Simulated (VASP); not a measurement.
Runs of VASP 6.6.1 on Ge. The structure is that of space group Fd-3m (No. 227), or close to it. The cells are those of the table. 

```tsv
cell	gap on the mesh (eV)	pressure (GPa)
a = 3.767 Å, angles 60.0°, 2 atoms	0.47	19.9
a = 3.547 Å, angles 60.0°, 2 atoms	(a)	59.8
a = 3.639 Å, angles 60.0°, 2 atoms	0.25	39.8
a = 4.002 Å, angles 60.0°, 2 atoms	(b)	-0.3
a = 3.997 Å, angles 60.0°, 2 atoms	0.43	-0.1
```

Alike in all rows: task single point; level r2SCAN+D3(BJ); potentials or basis VASP PAW PBE potentials, release 64 (Ge_d); no spin polarisation; k mesh 5 × 5 × 5; cutoff (eV) 550; smearing fermi-dirac 0.05 eV.

Problem. Estimate the missing entries.

Solution. (a) 0.06; (b) 0.40.

Caveats: some runs use coarse meshes; three body term missing; semilocal functionals underestimate gaps, and a narrow one can read as zero; the PAW data sets were made with another functional, which shifts forces and pressure a little; an odd mesh through Γ misses points on the zone boundary, where band edges can lie; the cell stands under pressure (at least some runs).

A k mesh can miss the band edges, and the runs leave out spin-orbit coupling on Ge.
